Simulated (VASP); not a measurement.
# Zn3SeS2 (P3m1) in VASP: a series of runs

Runs on Zn3SeS2. Level: PBE. Tasks: single point, relaxation of cell and atoms.

Program: VASP 6.6.1. These are calculated values, not measurements. Logs are shortened: lines on timing, memory, paths and dates and some standing lists are left out, and cuts for length are marked.

### Step 1. The cell of the first run

The structure is trigonal, space group P3m1 (No. 156). Conventional cell: a = 3.833 Å, b = 3.833 Å, c = 9.389 Å, α = 90.00°, β = 90.00°, γ = 120.00°. Zn (site symmetry 3m) has 3 S at 2.35 Å and 1 Se at 2.35 Å within 3.1 Å. Within 3.1 Å of Zn (site symmetry 3m) lie 4 S at 2.35 Å. Within 3.1 Å of Zn (site symmetry 3m) lie 3 Se at 2.35 Å and 1 S at 2.35 Å. Se (site symmetry 3m) has 4 Zn at 2.35 Å within 3.1 Å. Within 3.1 Å of S (site symmetry 3m) lie 4 Zn at 2.35 Å. Within 3.1 Å of S (site symmetry 3m) lie 4 Zn at 2.35 Å.

### Step 2. Single point, PBE

INCAR

```
PREC = Accurate
ENCUT = 520
EDIFF = 1E-7
ISMEAR = 0
SIGMA = 0.1
LREAL = False
LASPH = True
NELM = 60
ALGO = Normal
ISIF = 2
LWAVE = False
LCHARG = True
GGA = PE
LELF = True
LVHAR = True
NBANDS = 36
```

KPOINTS

```
regular mesh
0
Gamma
  6 6 2
```

POSCAR

```
Zn3SeS2
1.0
    3.8328771300      0.0000000000      0.0000000000
   -1.9164385600      3.3193689600      0.0000000000
    0.0000000000      0.0000000000      9.3885932100
Zn Se S
3 1 2
Direct
    0.0000000000      0.0000000000      0.0000000000
    0.6666666700      0.3333333300      0.3333333300
    0.3333333300      0.6666666700      0.6666666700
    0.0000000000      0.0000000000      0.7500000000
    0.6666666700      0.3333333300      0.0833333300
    0.3333333300      0.6666666700      0.4166666700
```

Potentials or basis: VASP PAW PBE potentials, release 64 (Zn, Se, S).

Launch:

```console
> cat potpaw_PBE.64/Zn/POTCAR potpaw_PBE.64/Se/POTCAR potpaw_PBE.64/S/POTCAR > POTCAR
> mpirun -np 1 vasp_std > vasp.out
```

OUTCAR:

```text
PREC = Accurate
   ENCUT = 520
   EDIFF = 1E-7
   ISMEAR = 0
   LREAL = False
   LASPH = True
   NELM = 60
   ISIF = 2
   GGA = PE

 ion  position               nearest neighbor table
   1  0.000  0.000  0.000-   5 2.35   5 2.35   4 2.35   5 2.35
   2  0.667  0.333  0.333-   6 2.35   5 2.35   6 2.35   6 2.35
   3  0.333  0.667  0.667-   4 2.35   4 2.35   6 2.35   4 2.35
   4  0.000  0.000  0.750-   3 2.35   3 2.35   1 2.35   3 2.35
   5  0.667  0.333  0.083-   1 2.35   1 2.35   2 2.35   1 2.35
   6  0.333  0.667  0.417-   2 2.35   3 2.35   2 2.35   2 2.35

  LATTYP: Found a hexagonal cell.
 ALAT       =     3.8328771300
 C/A-ratio  =     2.4494897414

  Lattice vectors:

 A1 = (   3.8328771300,   0.0000000000,   0.0000000000)
 A2 = (  -1.9164385600,   3.3193689600,   0.0000000000)
 A3 = (   0.0000000000,   0.0000000000,   9.3885932100)

Analysis of symmetry for initial positions (statically):
=====================================================================
 Subroutine PRICEL returns:
 Original cell was already a primitive cell.

 Routine SETGRP: Setting up the symmetry group for a
 hexagonal supercell.

 Subroutine GETGRP returns: Found  6 space group operations
 (whereof  6 operations were pure point group operations)
 out of a pool of 24 trial point group operations.

The static configuration has the point symmetry C_3v.

Analysis of symmetry for dynamics (positions and initial velocities):
=====================================================================
 Subroutine PRICEL returns:
 Original cell was already a primitive cell.

 Routine SETGRP: Setting up the symmetry group for a
 hexagonal supercell.

 Subroutine GETGRP returns: Found  6 space group operations
 (whereof  6 operations were pure point group operations)
 out of a pool of 24 trial point group operations.

The dynamic configuration has the point symmetry C_3v.

 Subroutine INISYM returns: Found  6 space group operations
 (whereof  6 operations are pure point group operations),
 and found     1 'primitive' translations

----------------------------------------------------------------------------------------

                                     Primitive cell

  volume of cell :     119.4486

  direct lattice vectors                    reciprocal lattice vectors
     3.832877130  0.000000000  0.000000000     0.260900615  0.150631040  0.000000000
    -1.916438560  3.319368960  0.000000000     0.000000000  0.301262081  0.000000000
     0.000000000  0.000000000  9.388593210     0.000000000  0.000000000  0.106512230

  length of vectors
     3.832877130  3.832877124  9.388593210     0.301262080  0.301262081  0.106512230

  position of ions in fractional coordinates (direct lattice)
     0.000000000  0.000000000  0.000000000
     0.666666670  0.333333330  0.333333330
     0.333333330  0.666666670  0.666666670
     0.000000000  0.000000000  0.750000000
     0.666666670  0.333333330  0.083333330
     0.333333330  0.666666670  0.416666670

  ion indices of the primitive-cell ions
   primitive index   ion index
                 1           1
                 2           2
                 3           3
                 4           4
                 5           5
                 6           6

----------------------------------------------------------------------------------------

 KPOINTS: regular mesh

Automatic generation of k-mesh.
 Grid dimensions read from file:
 generate k-points for:    6    6    2

 Generating k-lattice:

  Cartesian coordinates                     Fractional coordinates (reciprocal lattice)
     0.043483436  0.025105173  0.000000000     0.166666667  0.000000000  0.000000000
     0.000000000  0.050210347  0.000000000     0.000000000  0.166666667  0.000000000
     0.000000000  0.000000000  0.053256115     0.000000000  0.000000000  0.500000000

  Length of vectors
     0.050210347  0.050210347  0.053256115

  Shift w.r.t. Gamma in fractional coordinates (k-lattice)
     0.000000000  0.000000000  0.000000000

 Subroutine IBZKPT returns following result:
 ===========================================

 Found     14 irreducible k-points:

 Following reciprocal coordinates:
            Coordinates               Weight
  0.000000  0.000000  0.000000      1.000000
  0.166667 -0.000000  0.000000      6.000000
  0.333333  0.000000  0.000000      6.000000
  0.500000 -0.000000  0.000000      3.000000
  0.166667  0.166667  0.000000      6.000000
  0.333333  0.166667  0.000000     12.000000
  0.333333  0.333333  0.000000      2.000000
  0.000000  0.000000  0.500000      1.000000
  0.166667 -0.000000  0.500000      6.000000
  0.333333  0.000000  0.500000      6.000000
  0.500000 -0.000000  0.500000      3.000000
  0.166667  0.166667  0.500000      6.000000
  0.333333  0.166667  0.500000     12.000000
  0.333333  0.333333  0.500000      2.000000
   k-points           NKPTS =     14   k-points in BZ     NKDIM =     14   number of bands    NBANDS=     36
   number of dos      NEDOS =    301   number of ions     NIONS =      6
   total plane-waves  NPLWV =  63000
   dimension x,y,z NGX =    30 NGY =   30 NGZ =   70
   dimension x,y,z NGXF=    60 NGYF=   60 NGZF=  140
   ions per type =               3   1   2
   NGX,Y,Z   is equivalent  to a cutoff of  13.01, 13.01, 12.40 a.u.
   NGXF,Y,Z  is equivalent  to a cutoff of  26.02, 26.02, 24.79 a.u.
 SYSTEM =  unknown system
   PREC   = accura    normal or accurate (medium, high low for compatibility)
   ISTART =      0    job   : 0-new  1-cont  2-samecut
   ICHARG =      2    charge: 1-file 2-atom 10-const
   ISPIN  =      1    spin polarized calculation?
   LNONCOLLINEAR =      F non collinear calculations
   LSORBIT =      F    spin-orbit coupling
   LASPH  =      T    aspherical Exc in radial PAW
   ENCUT  =  520.0 eV  38.22 Ry    6.18 a.u.   7.13  7.13 17.46*2*pi/ulx,y,z
   NELM   =     60;   NELMIN=  2; NELMDL= -5     # of ELM steps
   EDIFF  = 0.1E-06   stopping-criterion for ELM
   LREAL  =      F    real-space projection
   EDIFFG = 0.1E-05   stopping-criterion for IOM
   NSW    =      0    number of steps for IOM
   IBRION =     -1    ionic relax: 0-MD 1-quasi-New 2-CG
   NFREE  =      0    steps in history (QN), initial steepest desc. (CG)
   ISIF   =      2    stress and relaxation
   ISYM   =      2    0-nonsym 1-usesym 2-fastsym
   POTIM  = 0.5000    time-step for ionic-motion
   TEBEG  =    0.0;   TEEND  =   0.0 temperature during run
   PSTRESS=    0.0 pullay stress
   NELECT =      54.0000    total number of electrons
   NUPDOWN=      -1.0000    fix difference up-down
   EMIN   =  10.00;   EMAX   =-10.00  energy-range for DOS
   EFERMI =   0.00;   METHOD = LEGACY
   ISMEAR =     0;   SIGMA  =   0.10  broadening in eV -4-tet -1-fermi 0-gaus
   EFERMI_NEDOS =   21; number of points for ismear=-14 and -15
   IALGO  =     38    algorithm
   IMIX   =      4    mixing-type and parameters
     AMIX     =   0.40;   BMIX     =  1.00
     AMIX_MAG =   1.60;   BMIX_MAG =  1.00
  volume/ion in A,a.u.               =      19.91       134.35
  Fermi-wavevector in a.u.,A,eV,Ry     =   1.256452  2.374349 21.479118  1.578671
  Thomas-Fermi vector in A             =   2.390159
   LORBIT       =      0    0 simple, 1 ext, 2 COOP (PROOUT), +10 PAW based schemes
   GGA     = PE    functional components
   LHFCALC =     F    Hartree Fock is set to
   AEXX    =    0.0000 exact exchange contribution
   IVDW    =     0    specifies the selected vdW correction
   LEPSILON=     F    determine dielectric tensor
   LRPA    =     F    only Hartree local field effects (RPA)
 non-spin polarized calculation
 Gauss-broadening in eV      SIGMA  =   0.10
  energy-cutoff  :      520.00
  volume of cell :      119.45
 maximum number of plane-waves:      3248
 NGX is ok and might be reduce to    30
   NGX = 15   NGY = 15   NGZ = 35

 number of electron      54.0000035 magnetization

 Free energy of the ion-electron system (eV)
  ---------------------------------------------------
  ext. energy  EPLUGINS =         0.00000000
  ---------------------------------------------------
  free energy    TOTEN  =       -19.45352979 eV

  energy without entropy =      -19.45352979  energy(sigma->0) =      -19.45352979

 E-fermi :   2.8234     XC(G=0):  -9.7072

 val. band max:        2.3564224067   @ k =   0.0000   0.0000   0.0000
 cond. band min:       4.2962440676   @ k =   0.0000   0.0000   0.0000
 fundamental gap:      1.9398216608
 Fermi energy:         2.8233773728

 k-point     1 :       0.0000    0.0000    0.0000
  band No.  band energies     occupation
      1     -11.2843      2.00000
      2     -10.5261      2.00000
      3     -10.2917      2.00000
      4      -4.3898      2.00000
      5      -4.3898      2.00000
      6      -4.3464      2.00000
[... 28 lines left out ...]
     35       9.1294      0.00000
     36       9.1809      0.00000

 k-point     2 :       0.1667   -0.0000    0.0000
  band No.  band energies     occupation
      1     -11.1005      2.00000
      2     -10.3892      2.00000
      3     -10.1669      2.00000
      4      -4.3988      2.00000
      5      -4.3464      2.00000
      6      -4.3087      2.00000
[... 28 lines left out ...]
     35       9.0392      0.00000
     36       9.5670      0.00000

 k-point     3 :       0.3333    0.0000    0.0000
  band No.  band energies     occupation
      1     -10.6698      2.00000
      2     -10.0992      2.00000
      3      -9.9075      2.00000
      4      -4.3981      2.00000
      5      -4.2639      2.00000
      6      -4.2039      2.00000
[... 28 lines left out ...]
     35       9.7431      0.00000
     36      10.1964      0.00000
[... 352 lines left out ...]
 k-point    13 :       0.3333    0.1667    0.5000
  band No.  band energies     occupation
      1     -10.4090      2.00000
      2      -9.9579      2.00000
      3      -9.7774      2.00000
      4      -4.3223      2.00000
      5      -4.2343      2.00000
      6      -4.1580      2.00000
[... 28 lines left out ...]
     35       9.8390      0.00000
     36      10.3173      0.00000

 k-point    14 :       0.3333    0.3333    0.5000
  band No.  band energies     occupation
      1     -10.2805      2.00000
      2      -9.7981      2.00000
      3      -9.7931      2.00000
      4      -4.2783      2.00000
      5      -4.1912      2.00000
      6      -4.1360      2.00000
[... 28 lines left out ...]
     35       9.7916      0.00000
     36      10.0852      0.00000

------------------------ aborting loop because EDIFF is reached ----------------------------------------

  FORCE on cell =-STRESS in cart. coord.  units (eV):
  Direction    XX          YY          ZZ          XY          YZ          ZX
  --------------------------------------------------------------------------------------
  -------------------------------------------------------------------------------------
  Total        4.1213441      4.1213441      3.9953742      0.0000000     -0.0000000     -0.0000000
  in kB       55.2800603     55.2800601     53.5904115      0.0000001     -0.0000000     -0.0000000
  external PRESSURE =      54.7168439 kB  Pullay stress =       0.0000000 kB

 VOLUME and BASIS-vectors are now :
 -----------------------------------------------------------------------------
  energy-cutoff  :      520.00
  volume of cell :      119.45
      direct lattice vectors                 reciprocal lattice vectors
     3.832877130  0.000000000  0.000000000     0.260900615  0.150631040  0.000000000
    -1.916438560  3.319368960  0.000000000     0.000000000  0.301262081  0.000000000
     0.000000000  0.000000000  9.388593210     0.000000000  0.000000000  0.106512230

 POSITION                                       TOTAL-FORCE (eV/Angst)
 -----------------------------------------------------------------------------------
      0.00000      0.00000      0.00000         0.000000     -0.000000      0.781952
      1.91644      1.10646      3.12953        -0.000000     -0.000000     -0.015346
     -0.00000      2.21291      6.25906         0.000000     -0.000000     -0.770780
      0.00000      0.00000      7.04144         0.000000     -0.000000     -0.031324
      1.91644      1.10646      0.78238        -0.000000      0.000000      0.120188
     -0.00000      2.21291      3.91191         0.000000     -0.000000     -0.084690
 -----------------------------------------------------------------------------------
    total drift:                                0.000001      0.000000     -0.000058

  FREE ENERGIE OF THE ION-ELECTRON SYSTEM (eV)
  ---------------------------------------------------
  free  energy   TOTEN  =       -19.4535297943 eV

  energy  without entropy=      -19.4535297943  energy(sigma->0) =      -19.45352979
```

Run time: 4.2 min. Hardware: 1 thread of Intel Xeon 8259CL, shared host; peak memory 0.26 GiB.

Results:

- Free energy: -19.4535 eV
- Pressure: 5.5 GPa
- Largest force: 0.782 eV/Å
- Band gap on the k mesh: 1.94 eV

Forces in eV/Å, atoms in the order of the input:
```
Zn   0.000  0.000  0.782
Zn   0.000  0.000 -0.015
Zn   0.000  0.000 -0.771
Se   0.000  0.000 -0.031
S    0.000  0.000  0.120
S    0.000  0.000 -0.085
```

Caveat: the cell stands under pressure.

[end of part 1 of 2]
